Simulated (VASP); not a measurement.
# TaN (Fmm2) in VASP: a series of runs

TaN is run at these levels: LDA; tasks: single point.

Program: VASP 6.6.1. These are calculated values, not measurements. Logs are shortened: lines on timing, memory, paths and dates and some standing lists are left out, and cuts for length are marked.

### Step 1. The cell of the first run

Symmetry: Fmm2, No. 42, orthorhombic system. Conventional cell: a = 4.349 Å, b = 4.406 Å, c = 4.406 Å, α = 90.00°, β = 90.00°, γ = 90.00°. Within 2.6 Å of Ta (site symmetry mm2) lie 6 N at 1.94 to 2.47 Å. Within 2.6 Å of N (site symmetry mm2) lie 6 Ta at 1.94 to 2.47 Å.

### Step 2. Single point, LDA (atoms displaced along a vibrational mode, the cell strained)

INCAR

```
PREC     = Accurate       # precision mode
ENCUT    = 520            # plane-wave cutoff, eV
EDIFF    = 1E-6           # SCF threshold, eV
ISMEAR   = 0              # smearing method
SIGMA    = 0.15           # smearing width, eV
LREAL    = False          # projectors in reciprocal space
LASPH    = True           # aspherical terms in the spheres
NELM     = 60             # most SCF steps
ALGO     = Normal         # electronic algorithm
ISIF     = 2              # what is computed and relaxed
LWAVE    = False          # write WAVECAR
LCHARG   = False          # write CHGCAR
NBANDS   = 15             # bands
```

KPOINTS

```
regular mesh
0
Gamma
  18 18 18
```

POSCAR

```
TaN
1.0
    0.0000000000      2.2031871567      2.1742693740
    2.2031871567      0.0000000000      2.1742693740
    2.2031871567      2.2031871567      0.0000000000
Ta N
1 1
Direct
    0.4956387160      0.5043612840      0.5043612840
    0.0563407651     -0.0563407651     -0.0563407651
```

Potentials or basis: VASP PAW LDA potentials, release 64 (Ta_pv, N).

Launch:

```sh
> cat potpaw_LDA.64/Ta_pv/POTCAR potpaw_LDA.64/N/POTCAR > POTCAR
> mpirun -np 1 vasp_std > vasp.out
```

OUTCAR:

```text
PREC = Accurate
   ENCUT = 520
   EDIFF = 1E-6
   ISMEAR = 0
   LREAL = False
   LASPH = True
   NELM = 60
   ISIF = 2

 ion  position               nearest neighbor table
   1  0.496  0.504  0.504-   2 1.94   2 2.19   2 2.19   2 2.22   2 2.22   2 2.47
   2  0.056  0.944  0.944-   1 1.94   1 2.19   1 2.19   1 2.22   1 2.22   1 2.47

  LATTYP: Found a body centered tetragonal cell.
 ALAT       =     3.1157771575
 C/A-ratio  =     1.3956513988

  Lattice vectors:

 A1 = (   0.0000000000,  -2.2031871567,  -2.1742693740)
 A2 = (   0.0000000000,   2.2031871567,  -2.1742693740)
 A3 = (   2.2031871567,   0.0000000000,   2.1742693740)

Analysis of symmetry for initial positions (statically):
=====================================================================
 Subroutine PRICEL returns:
 Original cell was already a primitive cell.

 Routine SETGRP: Setting up the symmetry group for a
 body centered tetragonal supercell.

 Subroutine GETGRP returns: Found  4 space group operations
 (whereof  4 operations were pure point group operations)
 out of a pool of 16 trial point group operations.

The static configuration has the point symmetry C_2v.

Analysis of symmetry for dynamics (positions and initial velocities):
=====================================================================
 Subroutine PRICEL returns:
 Original cell was already a primitive cell.

 Routine SETGRP: Setting up the symmetry group for a
 body centered tetragonal supercell.

 Subroutine GETGRP returns: Found  4 space group operations
 (whereof  4 operations were pure point group operations)
 out of a pool of 16 trial point group operations.

The dynamic configuration has the point symmetry C_2v.

 Subroutine INISYM returns: Found  4 space group operations
 (whereof  4 operations are pure point group operations),
 and found     1 'primitive' translations

----------------------------------------------------------------------------------------

                                     Primitive cell

  volume of cell :      21.1080

  direct lattice vectors                    reciprocal lattice vectors
     0.000000000  2.203187157  2.174269374    -0.226943952  0.226943952  0.229962306
     2.203187157  0.000000000  2.174269374     0.226943952 -0.226943952  0.229962306
     2.203187157  2.203187157  0.000000000     0.226943952  0.226943952 -0.229962306

  length of vectors
     3.095396737  3.095396737  3.115777157     0.394828794  0.394828794  0.394828794

  position of ions in fractional coordinates (direct lattice)
     0.495638716  0.504361284  0.504361284
     0.056340765  0.943659235  0.943659235

  ion indices of the primitive-cell ions
   primitive index   ion index
                 1           1
                 2           2

----------------------------------------------------------------------------------------

 KPOINTS: regular mesh

Automatic generation of k-mesh.
 Grid dimensions read from file:
 generate k-points for:   18   18   18

 Generating k-lattice:

  Cartesian coordinates                     Fractional coordinates (reciprocal lattice)
    -0.012607997  0.012607997  0.012775684     0.055555556  0.000000000  0.000000000
     0.012607997 -0.012607997  0.012775684     0.000000000  0.055555556  0.000000000
     0.012607997  0.012607997 -0.012775684     0.000000000  0.000000000  0.055555556

  Length of vectors
     0.021934933  0.021934933  0.021934933

  Shift w.r.t. Gamma in fractional coordinates (k-lattice)
     0.000000000  0.000000000  0.000000000

 Subroutine IBZKPT returns following result:
 ===========================================

 Found    865 irreducible k-points:

 Following reciprocal coordinates:
            Coordinates               Weight
  0.000000  0.000000  0.000000      1.000000
  0.055556  0.000000  0.000000      8.000000
  0.111111  0.000000  0.000000      8.000000
  0.166667  0.000000  0.000000      8.000000
  0.222222 -0.000000  0.000000      8.000000
  0.277778  0.000000  0.000000      8.000000
[... 16 lines left out ...]
 -0.277778  0.055556  0.000000      8.000000
 -0.222222  0.055556  0.000000      8.000000
 [... further k-points ...]
   k-points           NKPTS =    865   k-points in BZ     NKDIM =    865   number of bands    NBANDS=     15
   number of dos      NEDOS =    301   number of ions     NIONS =      2
   total plane-waves  NPLWV =  13824
   dimension x,y,z NGX =    24 NGY =   24 NGZ =   24
   dimension x,y,z NGXF=    48 NGYF=   48 NGZF=   48
   ions per type =               1   1
   NGX,Y,Z   is equivalent  to a cutoff of  12.89, 12.89, 12.81 a.u.
   NGXF,Y,Z  is equivalent  to a cutoff of  25.78, 25.78, 25.61 a.u.
 SYSTEM =  unknown system
   PREC   = accura    normal or accurate (medium, high low for compatibility)
   ISTART =      0    job   : 0-new  1-cont  2-samecut
   ICHARG =      2    charge: 1-file 2-atom 10-const
   ISPIN  =      1    spin polarized calculation?
   LNONCOLLINEAR =      F non collinear calculations
   LSORBIT =      F    spin-orbit coupling
   LASPH  =      T    aspherical Exc in radial PAW
   ENCUT  =  520.0 eV  38.22 Ry    6.18 a.u.   5.76  5.76  5.79*2*pi/ulx,y,z
   NELM   =     60;   NELMIN=  2; NELMDL= -5     # of ELM steps
   EDIFF  = 0.1E-05   stopping-criterion for ELM
   LREAL  =      F    real-space projection
   EDIFFG = 0.1E-04   stopping-criterion for IOM
   NSW    =      0    number of steps for IOM
   IBRION =     -1    ionic relax: 0-MD 1-quasi-New 2-CG
   NFREE  =      0    steps in history (QN), initial steepest desc. (CG)
   ISIF   =      2    stress and relaxation
   ISYM   =      2    0-nonsym 1-usesym 2-fastsym
   POTIM  = 0.5000    time-step for ionic-motion
   TEBEG  =    0.0;   TEEND  =   0.0 temperature during run
   PSTRESS=    0.0 pullay stress
   NELECT =      16.0000    total number of electrons
   NUPDOWN=      -1.0000    fix difference up-down
   EMIN   =  10.00;   EMAX   =-10.00  energy-range for DOS
   EFERMI =   0.00;   METHOD = LEGACY
   ISMEAR =     0;   SIGMA  =   0.15  broadening in eV -4-tet -1-fermi 0-gaus
   EFERMI_NEDOS =   21; number of points for ismear=-14 and -15
   IALGO  =     38    algorithm
   IMIX   =      4    mixing-type and parameters
     AMIX     =   0.40;   BMIX     =  1.00
     AMIX_MAG =   1.60;   BMIX_MAG =  1.00
  volume/ion in A,a.u.               =      10.55        71.22
  Fermi-wavevector in a.u.,A,eV,Ry     =   1.492678  2.820752 30.314970  2.228087
  Thomas-Fermi vector in A             =   2.605175
   LORBIT       =      0    0 simple, 1 ext, 2 COOP (PROOUT), +10 PAW based schemes
   GGA     = CA    functional components
   LHFCALC =     F    Hartree Fock is set to
   AEXX    =    0.0000 exact exchange contribution
   IVDW    =     0    specifies the selected vdW correction
   LEPSILON=     F    determine dielectric tensor
   LRPA    =     F    only Hartree local field effects (RPA)
 non-spin polarized calculation
 Gauss-broadening in eV      SIGMA  =   0.15
  energy-cutoff  :      520.00
  volume of cell :       21.11
 maximum number of plane-waves:       580
   NGX = 11   NGY = 11   NGZ = 11

 number of electron      16.0000000 magnetization

 Free energy of the ion-electron system (eV)
  ---------------------------------------------------
  ext. energy  EPLUGINS =         0.00000000
  ---------------------------------------------------
  free energy    TOTEN  =       -23.81635695 eV

  energy without entropy =      -23.80612645  energy(sigma->0) =      -23.81124170

 E-fermi :   9.3518     XC(G=0): -13.6716

 val. band max:        9.3498795911   @ k =   0.2222   0.1111  -0.3333
 cond. band min:       9.3529958226   @ k =   0.2778   0.0556  -0.2222
 fundamental gap:      0.0031162315
 Fermi energy:         9.3518299784

 k-point     1 :       0.0000    0.0000    0.0000
  band No.  band energies     occupation
      1     -26.0619      2.00000
      2     -25.9482      2.00000
      3     -25.9418      2.00000
      4      -9.1924      2.00000
      5       4.4129      2.00000
      6       4.4637      2.00000
      7       4.4836      2.00000
      8       7.3708      2.00000
      9       8.8060      2.00000
     10       8.8207      2.00000
     11       9.5805      0.03110
     12      11.0806      0.00000
     13      11.3021      0.00000
     14      18.7609      0.00000
     15      21.0419      0.00000

 k-point     2 :       0.0556    0.0000    0.0000
  band No.  band energies     occupation
      1     -26.0762      2.00000
      2     -25.9643      2.00000
      3     -25.9472      2.00000
      4      -9.1153      2.00000
      5       3.9598      2.00000
      6       4.3561      2.00000
      7       4.6883      2.00000
      8       7.3857      2.00000
      9       8.5412      2.00000
     10       8.6932      2.00000
     11      10.1061      0.00000
     12      11.2693      0.00000
     13      11.6453      0.00000
     14      18.9990      0.00000
     15      21.0418      0.00000

 k-point     3 :       0.1111    0.0000    0.0000
  band No.  band energies     occupation
      1     -26.1338      2.00000
      2     -26.0003      2.00000
      3     -25.9555      2.00000
      4      -8.8910      2.00000
      5       3.3005      2.00000
      6       4.0838      2.00000
      7       4.5816      2.00000
      8       7.4581      2.00000
      9       8.3523      2.00000
     10       8.5817      2.00000
     11      11.0330      0.00000
     12      11.8297      0.00000
     13      12.3934      0.00000
     14      19.6715      0.00000
     15      21.0415      0.00000
[... 343 lines left out ...]
 k-point    23 :      -0.2778    0.0556    0.0000
  band No.  band energies     occupation
      1     -26.6007      2.00000
      2     -26.0717      2.00000
      3     -26.0236      2.00000
      4      -7.4145      2.00000
      5       0.7767      2.00000
      6       2.6029      2.00000
      7       2.9362      2.00000
      8       8.6381      2.00000
      9       9.5998      0.01940
     10      10.0991      0.00000
     11      13.8461      0.00000
     12      14.4766      0.00000
     13      15.7905      0.00000
     14      21.0307      0.00000
     15      21.9294      0.00000

 k-point    24 :      -0.2222    0.0556    0.0000
  band No.  band energies     occupation
      1     -26.4530      2.00000
      2     -26.0505      2.00000
      3     -26.0074      2.00000
      4      -7.9040      2.00000
      5       1.4984      2.00000
      6       3.0458      2.00000
      7       3.3568      2.00000
      8       8.1130      2.00000
      9       9.1927      1.86638
     10       9.4390      0.41094
     11      12.9333      0.00000
     12      13.9508      0.00000
     13      14.8051      0.00000
     14      21.0375      0.00000
     15      21.9437      0.00000

 [... further k-points ...]
[... 5 lines left out ...]
  --------------------------------------------------------------------------------------
  -------------------------------------------------------------------------------------
  Total        3.4617673     -1.2265924     -0.2563806      0.0000000      0.0000000      0.0000000
  in kB      262.7618602    -93.1032235    -19.4603008      0.0000000      0.0000000      0.0000000
  external PRESSURE =      50.0661119 kB  Pullay stress =       0.0000000 kB

 VOLUME and BASIS-vectors are now :
 -----------------------------------------------------------------------------
  energy-cutoff  :      520.00
  volume of cell :       21.11
      direct lattice vectors                 reciprocal lattice vectors
     0.000000000  2.203187157  2.174269374    -0.226943952  0.226943952  0.229962306
     2.203187157  0.000000000  2.174269374     0.226943952 -0.226943952  0.229962306
     2.203187157  2.203187157  0.000000000     0.226943952  0.226943952 -0.229962306

 POSITION                                       TOTAL-FORCE (eV/Angst)
 -----------------------------------------------------------------------------------
      2.22240      2.20319      2.17427        -2.939618      0.000000      0.000000
      4.15812      2.20319      2.17427         2.939618      0.000000      0.000000
 -----------------------------------------------------------------------------------
    total drift:                                0.000065     -0.000000     -0.000000

  FREE ENERGIE OF THE ION-ELECTRON SYSTEM (eV)
  ---------------------------------------------------
  free  energy   TOTEN  =       -23.8163569534 eV

  energy  without entropy=      -23.8061264547  energy(sigma->0) =      -23.81124170
```

It took 2.5 min on 1 thread of AMD EPYC 9R14 (Zen 4), shared host; peak memory 0.34 GiB.

What came out:

```
Free energy            : -23.8164 eV
Pressure               : 5.0 GPa
Largest force          : 2.940 eV/Å
Band gap on the k mesh : zero (bands 8 and 9 overlap by 3.01 eV)
```

Forces in eV/Å, atoms in the order of the input:
```
Ta  -2.940  0.000  0.000
N    2.940  0.000  0.000
```

Stress tensor (GPa, compression positive):
```
26.28  0.00  0.00
 0.00 -9.31  0.00
 0.00  0.00 -1.95
```

Caveat: the cell differs from its parent crystal (atoms displaced along a vibrational mode, the cell strained); the cell stands under pressure; spin-orbit coupling is left out, which moves the levels of the heavy elements; forces of over 1 eV/Å act on the atoms, so gaps and moduli don't describe the material at rest.

### Step 3. Single point, LDA (atoms displaced along a vibrational mode, the cell strained)

INCAR

```
SYSTEM = TaN
PREC = Accurate
ENCUT = 520
EDIFF = 1E-6
ISMEAR = 0
SIGMA = 0.15
LREAL = .FALSE.
LASPH = .TRUE.
NELM = 80
ALGO = Normal
ISIF = 2
LWAVE = .FALSE.
LCHARG = .FALSE.
GGA = CA
NBANDS = 15
```

KPOINTS

```
regular mesh
0
G
  18 18 18
  0 0 0
```

POSCAR

```
TaN
1.0
    0.0000000000      2.2031871567      2.1742693740
    2.2031871567      0.0000000000      2.1742693740
    2.2031871567      2.2031871567      0.0000000000
Ta N
1 1
Direct
    0.4978193580      0.5021806420      0.5021806420
    0.0281703825     -0.0281703825     -0.0281703825
```

Potentials or basis: VASP PAW LDA potentials, release 64 (Ta_pv, N).

Launch:

```sh
> cat potpaw_LDA.64/Ta_pv/POTCAR potpaw_LDA.64/N/POTCAR > POTCAR
> mpirun -np 1 vasp_std > vasp.out
```

Wall time 2.4 min (1 thread of AMD EPYC 9R14 (Zen 4), shared host); peak memory 0.34 GiB.

The run converged. Its results:

```
Free energy            : -24.0736 eV
Pressure               : -4.5 GPa
Largest force          : 1.070 eV/Å
Band gap on the k mesh : zero (bands 8 and 9 overlap by 3.58 eV)
```

Forces in eV/Å, atoms in the order of the input:
```
Ta  -1.070  0.000  0.000
N    1.070  0.000  0.000
```

Stress tensor (GPa, compression positive):
```
 -1.27   0.00   0.00
  0.00 -10.22   0.00
  0.00   0.00  -1.89
```

Levels at points of the mesh, in eV from the Fermi level:
```tsv
k point	band 4	band 5	band 6	band 7	band 8	band 9	band 10	band 11	band 12	band 13
(0.00, 0.00, 0.00)	-18.63	-4.19	-4.18	-4.17	-2.14	-1.63	-1.54	0.07	0.56	1.81
(0.50, 0.00, 0.00)	-15.51	-10.33	-7.57	-7.54	1.85	1.96	2.03	3.90	7.33	7.82
(0.50, 0.50, 0.00)	-17.34	-6.44	-6.17	-4.67	-3.85	2.27	3.61	3.63	4.63	6.97
(0.50, 0.00, 0.50)	-17.35	-6.58	-6.14	-4.64	-3.76	2.26	3.52	3.71	4.63	6.87
(0.00, 0.50, 0.50)	-17.34	-6.51	-5.47	-4.57	-4.51	2.13	3.52	3.69	4.43	6.35
```

Caveat: the cell differs from its parent crystal (atoms displaced along a vibrational mode, the cell strained); the cell stands under tension; spin-orbit coupling is left out, which moves the levels of the heavy elements; forces of over 1 eV/Å act on the atoms, so gaps and moduli don't describe the material at rest.

### Step 4. Single point, LDA (atoms displaced along a vibrational mode, the cell strained)

INCAR

```
PREC = Accurate
ENCUT = 520
EDIFF = 1E-7
ISMEAR = 0
SIGMA = 0.15
LREAL = F
LASPH = T
NELM = 60
ALGO = Normal
ISIF = 2
LWAVE = F
LCHARG = F
GGA = CA
NBANDS = 15
```

KPOINTS

```
regular mesh
0
Gamma
  18 18 18
```

POSCAR

```
TaN
1.0
    0.0000000000      2.0872985990      2.1742693740
    2.0872985990      0.0000000000      2.1742693740
    2.0872985990      2.0872985990      0.0000000000
Ta N
1 1
Direct
    0.4956387160      0.5043612840      0.5043612840
    0.0563407651     -0.0563407651     -0.0563407651
```

Launch:

```sh
> cat potpaw_LDA.64/Ta_pv/POTCAR potpaw_LDA.64/N/POTCAR > POTCAR
> mpirun -np 1 vasp_std > vasp.out
```

Run time: 2.2 min. Hardware: 1 thread of AMD EPYC 9R45 (Zen 5), shared host; peak memory 0.32 GiB.

The run converged. Its results:

```yaml
Free_energy: -23.2694 eV
Pressure: 59.5 GPa
Largest_force: 5.554 eV/Å
Band_gap_on_the_k_mesh: zero (bands 8 and 9 overlap by 3.61 eV)
```

Forces on the atoms (eV/Å):
```
Ta  -5.554  0.000  0.000
N    5.554  0.000  0.000
```

Stress tensor (GPa, compression positive):
```
108.11   0.00   0.00
  0.00  53.13   0.00
  0.00   0.00  17.33
```

Levels at points of the mesh, in eV from the Fermi level:
| k point | band 5 | band 6 | band 7 | band 8 | band 9 | band 10 | band 11 | band 12 |
| --- | --- | --- | --- | --- | --- | --- | --- | --- |
| (0.00, 0.00, 0.00) | -5.64 | -5.41 | -5.13 | -2.04 | -0.76 | -0.72 | -0.19 | 2.09 |
| (0.50, 0.00, 0.00) | -11.07 | -8.35 | -8.16 | 1.84 | 2.39 | 2.74 | 4.36 | 7.27 |
| (0.50, 0.50, 0.00) | -7.81 | -6.96 | -4.86 | -2.63 | 3.28 | 4.31 | 4.42 | 5.45 |
| (0.50, 0.00, 0.50) | -7.84 | -6.46 | -4.82 | -3.03 | 3.06 | 4.08 | 4.67 | 5.52 |
| (0.00, 0.50, 0.50) | -6.18 | -6.08 | -4.97 | -4.70 | 2.64 | 3.98 | 4.29 | 4.65 |

Caveat: the cell differs from its parent crystal (atoms displaced along a vibrational mode, the cell strained); the cell stands under pressure; spin-orbit coupling is left out, which moves the levels of the heavy elements; forces of over 1 eV/Å act on the atoms, so gaps and moduli don't describe the material at rest.

(Part 1 of 2 ends here.)
